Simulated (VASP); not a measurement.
# As (P6/mmm) in VASP: notebook

As is run at these levels: PBE; tasks: single point, relaxation of cell and atoms.

Program: VASP 6.6.1. These are calculated values, not measurements. Logs are shortened: lines on timing, memory, paths and dates and some standing lists are left out, and cuts for length are marked.

**1. The cell of the first run**

The structure is hexagonal, space group P6/mmm (No. 191). Conventional cell: a = 4.890 Å, b = 4.890 Å, c = 5.004 Å, α = 90.00°, β = 90.00°, γ = 120.00°. As (site symmetry -6m2) has 6 As at 2.82 Å within 3.7 Å. Within 3.3 Å of As (site symmetry 6/mmm) lie 2 As at 2.50 Å. As (site symmetry 6/mmm) has 8 As at 2.50 to 2.82 Å within 3.3 Å.

**2. Single point, PBE**

INCAR reads:

```
PREC     = Accurate       # precision mode
ENCUT    = 520            # plane-wave cutoff, eV
EDIFF    = 1E-6           # SCF threshold, eV
ISMEAR   = 0              # smearing method
SIGMA    = 0.1            # smearing width, eV
LREAL    = False          # projectors in reciprocal space
LASPH    = True           # aspherical terms in the spheres
NELM     = 100            # most SCF steps
ALGO     = Normal         # electronic algorithm
ISIF     = 2              # what is computed and relaxed
LWAVE    = False          # write WAVECAR
LCHARG   = False          # write CHGCAR
GGA      = PE             # functional
NBANDS   = 18             # bands
```

KPOINTS reads:

```
regular mesh
0
Gamma
  12 12 10
```

POSCAR reads:

```
As
1.0
    4.8902886224      0.0000000000      0.0000000000
   -2.4451443112      4.2351141788      0.0000000000
    0.0000000000      0.0000000000      5.0038622202
As
4
Direct
    0.3333333333      0.6666666667      0.0000000000
    0.6666666667      0.3333333333      0.0000000000
    0.0000000000      0.0000000000      0.5000000000
    0.0000000000      0.0000000000      0.0000000000
```

Potentials or basis: VASP PAW PBE potentials, release 64 (As).

Run with:

```bash
> cat potpaw_PBE.64/As/POTCAR > POTCAR
> mpirun -np 1 vasp_std > vasp.out
```

OUTCAR:

```text
PREC = Accurate
   ENCUT = 520
   EDIFF = 1E-6
   ISMEAR = 0
   LREAL = False
   LASPH = True
   NELM = 100
   ISIF = 2
   GGA = PE

 ion  position               nearest neighbor table
   1  0.333  0.667  0.000-   2 2.82   4 2.82   2 2.82   4 2.82   4 2.82   2 2.82
   2  0.667  0.333  0.000-   1 2.82   4 2.82   1 2.82   4 2.82   4 2.82   1 2.82
   3  0.000  0.000  0.500-   4 2.50   4 2.50
   4  0.000  0.000  0.000-   3 2.50   3 2.50   1 2.82   2 2.82   1 2.82   2 2.82   2 2.82   1 2.82

  LATTYP: Found a hexagonal cell.
 ALAT       =     4.8902886224
 C/A-ratio  =     1.0232243139

  Lattice vectors:

 A1 = (   4.8902886224,   0.0000000000,   0.0000000000)
 A2 = (  -2.4451443112,   4.2351141788,   0.0000000000)
 A3 = (   0.0000000000,   0.0000000000,   5.0038622202)

Analysis of symmetry for initial positions (statically):
=====================================================================
 Subroutine PRICEL returns:
 Original cell was already a primitive cell.

 Routine SETGRP: Setting up the symmetry group for a
 hexagonal supercell.

 Subroutine GETGRP returns: Found 24 space group operations
 (whereof 24 operations were pure point group operations)
 out of a pool of 24 trial point group operations.

The static configuration has the point symmetry D_6h.

Analysis of symmetry for dynamics (positions and initial velocities):
=====================================================================
 Subroutine PRICEL returns:
 Original cell was already a primitive cell.

 Routine SETGRP: Setting up the symmetry group for a
 hexagonal supercell.

 Subroutine GETGRP returns: Found 24 space group operations
 (whereof 24 operations were pure point group operations)
 out of a pool of 24 trial point group operations.

The dynamic configuration has the point symmetry D_6h.

 Subroutine INISYM returns: Found 24 space group operations
 (whereof 24 operations are pure point group operations),
 and found     1 'primitive' translations

----------------------------------------------------------------------------------------

                                     Primitive cell

  volume of cell :     103.6346

  direct lattice vectors                    reciprocal lattice vectors
     4.890288622  0.000000000  0.000000000     0.204486908  0.118060571  0.000000000
    -2.445144311  4.235114179  0.000000000     0.000000000  0.236121143  0.000000000
     0.000000000  0.000000000  5.003862220     0.000000000  0.000000000  0.199845630

  length of vectors
     4.890288622  4.890288622  5.003862220     0.236121143  0.236121143  0.199845630

  position of ions in fractional coordinates (direct lattice)
     0.333333333  0.666666667  0.000000000
     0.666666667  0.333333333  0.000000000
     0.000000000  0.000000000  0.500000000
     0.000000000  0.000000000  0.000000000

  ion indices of the primitive-cell ions
   primitive index   ion index
                 1           1
                 2           2
                 3           3
                 4           4

----------------------------------------------------------------------------------------

 KPOINTS: regular mesh

Automatic generation of k-mesh.
 Grid dimensions read from file:
 generate k-points for:   12   12   10

 Generating k-lattice:

  Cartesian coordinates                     Fractional coordinates (reciprocal lattice)
     0.017040576  0.009838381  0.000000000     0.083333333 -0.000000000  0.000000000
     0.000000000  0.019676762  0.000000000     0.000000000  0.083333333  0.000000000
     0.000000000  0.000000000  0.019984563     0.000000000  0.000000000  0.100000000

  Length of vectors
     0.019676762  0.019676762  0.019984563

  Shift w.r.t. Gamma in fractional coordinates (k-lattice)
     0.000000000  0.000000000  0.000000000

 Subroutine IBZKPT returns following result:
 ===========================================

 Found    114 irreducible k-points:

 Following reciprocal coordinates:
            Coordinates               Weight
  0.000000  0.000000  0.000000      1.000000
  0.083333  0.000000  0.000000      6.000000
  0.166667  0.000000  0.000000      6.000000
  0.250000  0.000000  0.000000      6.000000
  0.333333  0.000000  0.000000      6.000000
  0.416667  0.000000  0.000000      6.000000
[... 16 lines left out ...]
  0.250000  0.000000  0.100000     12.000000
  0.333333  0.000000  0.100000     12.000000
 [... further k-points ...]
   k-points           NKPTS =    114   k-points in BZ     NKDIM =    114   number of bands    NBANDS=     18
   number of dos      NEDOS =    301   number of ions     NIONS =      4
   total plane-waves  NPLWV =  51840
   dimension x,y,z NGX =    36 NGY =   36 NGZ =   40
   dimension x,y,z NGXF=    72 NGYF=   72 NGZF=   80
   ions per type =               4
   NGX,Y,Z   is equivalent  to a cutoff of  12.24, 12.24, 13.29 a.u.
   NGXF,Y,Z  is equivalent  to a cutoff of  24.48, 24.48, 26.58 a.u.
 SYSTEM =  unknown system
   PREC   = accura    normal or accurate (medium, high low for compatibility)
   ISTART =      0    job   : 0-new  1-cont  2-samecut
   ICHARG =      2    charge: 1-file 2-atom 10-const
   ISPIN  =      1    spin polarized calculation?
   LNONCOLLINEAR =      F non collinear calculations
   LSORBIT =      F    spin-orbit coupling
   LASPH  =      T    aspherical Exc in radial PAW
   ENCUT  =  520.0 eV  38.22 Ry    6.18 a.u.   9.09  9.09  9.30*2*pi/ulx,y,z
   NELM   =    100;   NELMIN=  2; NELMDL= -5     # of ELM steps
   EDIFF  = 0.1E-05   stopping-criterion for ELM
   LREAL  =      F    real-space projection
   EDIFFG = 0.1E-04   stopping-criterion for IOM
   NSW    =      0    number of steps for IOM
   IBRION =     -1    ionic relax: 0-MD 1-quasi-New 2-CG
   NFREE  =      0    steps in history (QN), initial steepest desc. (CG)
   ISIF   =      2    stress and relaxation
   ISYM   =      2    0-nonsym 1-usesym 2-fastsym
   POTIM  = 0.5000    time-step for ionic-motion
   TEBEG  =    0.0;   TEEND  =   0.0 temperature during run
   PSTRESS=    0.0 pullay stress
   NELECT =      20.0000    total number of electrons
   NUPDOWN=      -1.0000    fix difference up-down
   EMIN   =  10.00;   EMAX   =-10.00  energy-range for DOS
   EFERMI =   0.00;   METHOD = LEGACY
   ISMEAR =     0;   SIGMA  =   0.10  broadening in eV -4-tet -1-fermi 0-gaus
   EFERMI_NEDOS =   21; number of points for ismear=-14 and -15
   IALGO  =     38    algorithm
   IMIX   =      4    mixing-type and parameters
     AMIX     =   0.40;   BMIX     =  1.00
     AMIX_MAG =   1.60;   BMIX_MAG =  1.00
  volume/ion in A,a.u.               =      25.91       174.84
  Fermi-wavevector in a.u.,A,eV,Ry     =   0.946055  1.787785 12.177494  0.895021
  Thomas-Fermi vector in A             =   2.074016
   LORBIT       =      0    0 simple, 1 ext, 2 COOP (PROOUT), +10 PAW based schemes
   GGA     = PE    functional components
   LHFCALC =     F    Hartree Fock is set to
   AEXX    =    0.0000 exact exchange contribution
   IVDW    =     0    specifies the selected vdW correction
   LEPSILON=     F    determine dielectric tensor
   LRPA    =     F    only Hartree local field effects (RPA)
 non-spin polarized calculation
 Gauss-broadening in eV      SIGMA  =   0.10
  energy-cutoff  :      520.00
  volume of cell :      103.63
 maximum number of plane-waves:      2820
   NGX = 19   NGY = 19   NGZ = 19

 number of electron      20.0000000 magnetization

 Free energy of the ion-electron system (eV)
  ---------------------------------------------------
  ext. energy  EPLUGINS =         0.00000000
  ---------------------------------------------------
  free energy    TOTEN  =       -15.36992700 eV

  energy without entropy =      -15.35508869  energy(sigma->0) =      -15.36250785

 E-fermi :   3.3166     XC(G=0):  -9.0811

 val. band max:        3.3037653051   @ k =   0.3333   0.2500   0.0000
 cond. band min:       3.3191605220   @ k =   0.2500   0.1667   0.2000
 fundamental gap:      0.0153952169
 Fermi energy:         3.3166316728

 k-point     1 :       0.0000    0.0000    0.0000
  band No.  band energies     occupation
      1     -11.0103      2.00000
      2      -7.0365      2.00000
      3      -4.7599      2.00000
      4      -3.8613      2.00000
      5      -2.4242      2.00000
      6      -0.8556      2.00000
[... 10 lines left out ...]
     17      10.2645      0.00000
     18      10.2645      0.00000

 k-point     2 :       0.0833    0.0000    0.0000
  band No.  band energies     occupation
      1     -10.9613      2.00000
      2      -7.0829      2.00000
      3      -4.9117      2.00000
      4      -3.9555      2.00000
      5      -2.3956      2.00000
      6      -1.2287      2.00000
[... 10 lines left out ...]
     17       9.7805      0.00000
     18      10.1085      0.00000

 k-point     3 :       0.1667    0.0000    0.0000
  band No.  band energies     occupation
      1     -10.8161      2.00000
      2      -7.2266      2.00000
      3      -5.3167      2.00000
      4      -4.1526      2.00000
      5      -2.3146      2.00000
      6      -1.7059      2.00000
[... 10 lines left out ...]
     17       9.6161      0.00000
     18       9.6290      0.00000

 k-point     4 :       0.2500    0.0000    0.0000
  band No.  band energies     occupation
      1     -10.5814      2.00000
      2      -7.4822      2.00000
      3      -5.8143      2.00000
      4      -4.3128      2.00000
      5      -2.1956      2.00000
      6      -2.0949      2.00000
[... 375 lines left out ...]
      4      -4.5335      2.00000
      5      -1.7956      2.00000
      6      -1.6858      2.00000
[... 10 lines left out ...]
     17       9.6851      0.00000
     18       9.9577      0.00000

 k-point    23 :       0.2500    0.0000    0.1000
  band No.  band energies     occupation
      1     -10.5498      2.00000
      2      -7.4803      2.00000
      3      -5.8310      2.00000
      4      -4.6743      2.00000
      5      -2.0760      2.00000
      6      -1.6953      2.00000
[... 10 lines left out ...]
     17       9.0878      0.00000
     18      10.2357      0.00000

 k-point    24 :       0.3333    0.0000    0.1000
  band No.  band energies     occupation
      1     -10.2399      2.00000
      2      -7.8433      2.00000
      3      -6.2398      2.00000
      4      -4.7574      2.00000
      5      -2.3591      2.00000
      6      -1.5697      2.00000
[... 10 lines left out ...]
     17       9.1281      0.00000
     18      10.3664      0.00000

 [... further k-points ...]
[... 5 lines left out ...]
  --------------------------------------------------------------------------------------
  -------------------------------------------------------------------------------------
  Total        0.0494864      0.0494864      0.1088715     -0.0000000     -0.0000000      0.0000000
  in kB        0.7650524      0.7650524      1.6831386     -0.0000000     -0.0000000      0.0000000
  external PRESSURE =       1.0710811 kB  Pullay stress =       0.0000000 kB

 VOLUME and BASIS-vectors are now :
 -----------------------------------------------------------------------------
  energy-cutoff  :      520.00
  volume of cell :      103.63
      direct lattice vectors                 reciprocal lattice vectors
     4.890288622  0.000000000  0.000000000     0.204486908  0.118060571  0.000000000
    -2.445144311  4.235114179  0.000000000     0.000000000  0.236121143  0.000000000
     0.000000000  0.000000000  5.003862220     0.000000000  0.000000000  0.199845630

 POSITION                                       TOTAL-FORCE (eV/Angst)
 -----------------------------------------------------------------------------------
     -0.00000      2.82341      0.00000        -0.000000      0.000000      0.000000
      2.44514      1.41170      0.00000         0.000000      0.000000      0.000000
      0.00000      0.00000      2.50193         0.000000      0.000000      0.000000
      0.00000      0.00000      0.00000         0.000000      0.000000      0.000000
 -----------------------------------------------------------------------------------
    total drift:                               -0.000000      0.000000      0.000000

  FREE ENERGIE OF THE ION-ELECTRON SYSTEM (eV)
  ---------------------------------------------------
  free  energy   TOTEN  =       -15.3699270045 eV

  energy  without entropy=      -15.3550886917  energy(sigma->0) =      -15.36250785
```

It took 58 s on 1 thread of Intel Xeon 6975P-C (Granite Rapids), shared host; peak memory 0.31 GiB.

Results:

```
Free energy            : -15.3699 eV
Pressure               : 0.1 GPa
Band gap on the k mesh : zero (band 10 reaches 4.25 eV, above the bottom of band 11 at 2.74 eV)
```

Stress tensor (GPa, compression positive):
```
0.08 0.00 0.00
0.00 0.08 0.00
0.00 0.00 0.17
```

**3. Single point, PBE**

INCAR reads:

```
SYSTEM = As
ALGO = Normal
EDIFF = 1E-6
ENCUT = 520
GGA = PE
ISIF = 2
ISMEAR = 0
LASPH = .True.
LCHARG = .True.
LELF = .True.
LREAL = .False.
LVHAR = .True.
LWAVE = .False.
NBANDS = 18
NELM = 100
PREC = Accurate
SIGMA = 0.1
```

KPOINTS reads:

```
k-points
0
Gamma
  12 12 10
  0 0 0
```

POSCAR is that of step 2.

Potentials or basis: VASP PAW PBE potentials, release 64 (As).

Run with:

```bash
> cat potpaw_PBE.64/As/POTCAR > POTCAR
> mpirun -np 1 vasp_std > vasp.out
```

Wall time 52 s (1 thread of Intel Xeon 6975P-C (Granite Rapids), shared host); peak memory 0.31 GiB.

It converged, with:

| Property | Result |
| --- | --- |
| Free energy | -15.3699 eV |
| Pressure | 0.1 GPa |
| Band gap on the k mesh | zero (band 10 reaches 4.25 eV, above the bottom of band 11 at 2.74 eV) |

Stress tensor (GPa, compression positive):
```
0.08 0.00 0.00
0.00 0.08 0.00
0.00 0.00 0.17
```

Levels at points of the mesh, in eV from the Fermi level:
```
           k point  band 7  band 8  band 9  band 10  band 11  band 12  band 13  band 14
(0.00, 0.00, 0.00)   -4.17   -3.55   -3.55    -0.83     0.77     0.77     1.46     4.41
(0.50, 0.00, 0.00)   -1.58   -1.56   -0.16    -0.04     0.06     0.42     2.17     2.43
(0.00, 0.00, 0.50)   -3.49   -3.49   -2.38    -0.58    -0.58     1.03     1.03     1.19
(0.50, 0.00, 0.50)   -0.93   -0.81   -0.56    -0.29     1.07     1.44     1.59     2.04
```

**4. Relaxation of cell and atoms, PBE**

INCAR reads:

```
ALGO = Normal
EDIFF = 1E-7
EDIFFG = -0.01
ENCUT = 600
GGA = PE
IBRION = 2
ISIF = 3
ISMEAR = 0
LASPH = T
LCHARG = F
LREAL = F
LWAVE = F
NELM = 100
NSW = 100
PREC = Accurate
SIGMA = 0.1
```

KPOINTS reads:

```
k-points
0
Gamma
  12 12 10
```

POSCAR reads:

```
As
1.0
    4.9723966530      0.0000000000      0.0000000000
   -2.4861983265      4.3062218192      0.0000000000
    0.0000000000      0.0000000000      4.8441278334
As
4
Direct
    0.3333333333      0.6666666667      0.0000000000
    0.6666666667      0.3333333333      0.0000000000
    0.0000000000      0.0000000000      0.5000000000
    0.0000000000      0.0000000000      0.0000000000
```

Run with:

```bash
> cat potpaw_PBE.64/As/POTCAR > POTCAR
> mpirun -np 1 vasp_std > vasp.out
```

It took 2.8 min on 1 thread of Intel Xeon 6975P-C (Granite Rapids), shared host; peak memory 0.36 GiB.

The run converged. Its results:

* Free energy: -15.3701 eV
* Relaxed volume: 25.94 Å³/atom
* Relaxed cell: a = 4.890 Å, b = 4.890 Å, c = 5.009 Å, α = 90.00°, β = 90.00°, γ = 120.00°
* Space group after relaxing (to 0.05 Å): P6/mmm (No. 191)
* Energy gained by relaxing: 16.9 meV/atom
* Ionic steps: 4
* Pressure after relaxing: 0.1 GPa
* Band gap on the k mesh: zero (band 10 reaches 4.23 eV, above the bottom of band 11 at 2.73 eV)

The path:
```csv
step,energy change (eV),largest force (eV/Å),pressure (GPa),volume (Å³)
1,0.0000,0.0000,0.32,103.72
2,-0.0670,0.0000,-0.27,104.41
3,-0.0671,0.0000,-0.28,104.42
4,-0.0676,0.0000,0.05,103.74
```

Final structure:
```
As
1.0
     4.89044    0.00000    0.00000
    -2.44522    4.23524    0.00000
     0.00000    0.00000    5.00871
As
4
Cartesian
  0.0000 2.8235 0.0000
  2.4452 1.4117 5.0087
  0.0000 0.0000 2.5044
  0.0000 0.0000 5.0087
```

Levels at points of the mesh, in eV from the Fermi level:
```tsv
k point	band 6	band 7	band 8	band 9	band 10	band 11	band 12	band 13	band 14
(0.00, 0.00, 0.00)	-4.17	-4.17	-3.55	-3.55	-0.83	0.76	0.76	1.46	4.40
(0.50, 0.00, 0.00)	-5.23	-1.58	-1.55	-0.16	-0.04	0.06	0.42	2.17	2.42
(0.00, 0.00, 0.50)	-3.79	-3.49	-3.49	-2.38	-0.57	-0.57	1.01	1.03	1.18
(0.50, 0.00, 0.50)	-3.35	-0.93	-0.81	-0.56	-0.29	1.06	1.43	1.58	2.04
```

**5. Single point, PBE**

This run uses another cell than the first one, of 21.21 Å³/atom, 0.819 times its volume.

INCAR reads:

```
ALGO = Normal
EDIFF = 1E-6
ENCUT = 520
GGA = PE
ISIF = 2
ISMEAR = 0
LASPH = True
LCHARG = True
LELF = True
LREAL = False
LVHAR = True
LWAVE = False
NBANDS = 18
NELM = 80
PREC = Accurate
SIGMA = 0.1
```

KPOINTS reads:

```
k-points
0
Gamma
  6 6 2
```

POSCAR reads:

```
As
1.0
    3.5543592800      0.0000000000      0.0000000000
   -1.7771796400      3.0781654300      0.0000000000
    0.0000000000      0.0000000000      7.7556014400
As
4
Direct
    0.3333333300      0.6666666700      0.0000000000
    0.6666666700      0.3333333300      0.0000000000
    0.0000000000      0.0000000000      0.5000000000
    0.0000000000      0.0000000000      0.0000000000
```

Run with:

```bash
> cat potpaw_PBE.64/As/POTCAR > POTCAR
> mpirun -np 1 vasp_std > vasp.out
```

Wall time 54 s (1 thread of AMD EPYC 7R13, shared host); peak memory 0.17 GiB.

The run converged. Its results:

```
Free energy            : 5.2064 eV
Pressure               : 111.8 GPa
Band gap on the k mesh : zero (band 10 reaches 6.27 eV, above the bottom of band 11 at 4.28 eV)
```

Stress tensor (GPa, compression positive):
```
170.35   0.00   0.00
  0.00 170.35   0.00
  0.00   0.00  -5.15
```

Levels at points of the mesh, in eV from the Fermi level:
| k point | band 8 | band 9 | band 10 | band 11 | band 12 | band 13 |
| --- | --- | --- | --- | --- | --- | --- |
| (0.00, 0.00, 0.00) | -3.63 | -3.57 | -1.36 | 1.70 | 2.47 | 2.47 |
| (0.50, 0.00, 0.00) | -2.76 | 0.22 | 1.19 | 1.39 | 4.34 | 4.69 |
| (0.00, 0.00, 0.50) | -3.64 | -3.57 | -2.11 | 2.46 | 2.46 | 4.08 |
| (0.50, 0.00, 0.50) | -2.61 | -0.25 | 1.16 | 1.30 | 3.64 | 4.82 |

Caveat: the k points lie up to 0.41 Å⁻¹ apart; this functional lacks dispersion, which binds the layers, so the pressure and a relaxed spacing across them are unreliable.

**6. The runs side by side**

| task | cell | k mesh | cutoff (eV) | gap on the mesh (eV) | pressure (GPa) |
| --- | --- | --- | --- | --- | --- |
| single point | a = 4.890, b = 4.890, c = 5.004 Å, angles 90.0, 90.0, 120.0°, 4 atoms | 12 × 12 × 10 | 520 | none | 0.1 |
| relaxation of cell and atoms | relaxed from a = 4.972, b = 4.972, c = 4.844 Å, angles 90.0, 90.0, 120.0°, 4 atoms | 12 × 12 × 10 | 600 | none | 0.1 |
| single point | a = 3.554, b = 3.554, c = 7.756 Å, angles 90.0, 90.0, 120.0°, 4 atoms | 6 × 6 × 2 | 520 | none | 111.8 |

Alike in all rows: level PBE; potentials or basis VASP PAW PBE potentials, release 64 (As); no spin polarisation; smearing gaussian 0.1 eV.

Caveats: some runs use coarse meshes; this functional lacks dispersion, which binds the layers, so the pressure and a relaxed spacing across them are unreliable (some runs).

Absolute energies hang on the potentials; compare differences alone.
